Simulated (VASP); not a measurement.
Wanted: the native input for a VASP 6.6.1 run.

| Item | Value |
| --- | --- |
| Task | single point |
| Functional | PBE |
| Potentials or basis | VASP PAW PBE potentials, release 64 (Ti_sv, O) |
| Cutoff | 520 eV |
| k mesh | 7 × 7 × 3 |
| Occupations | gaussian, width 0.05 eV |
| Spin | no spin polarisation |
| Dipole correction | no |
| Further INCAR settings | ALGO = Normal; EDIFF = 1e-06; NBANDS = 60 |

The structure of TiO2 lies in POSCAR:

```
TiO2
1.0
   -3.7992225376      0.0000000000      0.0000000000
    0.0000000000     -3.7992225376      0.0000000000
    0.0000000000      0.0000000000     14.1968968543
Ti O
4 8
Direct
    0.0000000000      1.0000000000      0.4268933272
    0.5000000000      0.5000000000      0.0853786654
    0.5000000000      0.0000000000      0.2561359963
    0.0000000000      0.5000000000      0.5976506581
    0.0000000000      0.0000000000      0.5679434766
    0.5000000000      0.5000000000      0.2264288148
    0.5000000000      0.0000000000      0.3971861457
    0.0000000000      0.5000000000      0.0556714839
    0.5000000000      0.0000000000      0.1150858470
    0.0000000000      0.5000000000      0.4566005087
    0.0000000000      0.0000000000      0.2858431778
    0.5000000000      0.5000000000      0.6273578396
```

The input as run:

INCAR

```
ALGO     = Normal         # electronic algorithm
EDIFF    = 1E-6           # SCF threshold, eV
ENCUT    = 520            # plane-wave cutoff, eV
GGA      = PE             # functional
ISIF     = 2              # what is computed and relaxed
ISMEAR   = 0              # smearing method
LASPH    = T              # aspherical terms in the spheres
LCHARG   = F              # write CHGCAR
LREAL    = F              # projectors in reciprocal space
LWAVE    = F              # write WAVECAR
NBANDS   = 60             # bands
NELM     = 80             # most SCF steps
PREC     = Accurate       # precision mode
SIGMA    = 0.05           # smearing width, eV
```

KPOINTS

```
k-points
0
Gamma
  7 7 3
```

Potentials or basis: VASP PAW PBE potentials, release 64 (Ti_sv, O).

Launch:

```sh
$ cat potpaw_PBE.64/Ti_sv/POTCAR potpaw_PBE.64/O/POTCAR > POTCAR
$ mpirun -np 1 vasp_std > vasp.out
```

Results of the run:

```
Pressure               : -4.2 GPa
Largest force          : 1.345 eV/Å
Band gap on the k mesh : 1.65 eV, indirect (least direct gap 2.07 eV)
```

Caveat: forces of over 1 eV/Å act on the atoms, so gaps and moduli don't describe the material at rest.

Run time: 6.2 min on 1 thread of Intel(R) Xeon(R) Platinum 8375C CPU @ 2.90GHz (Ice Lake), with other jobs on the host, peak memory 0.44 GiB.
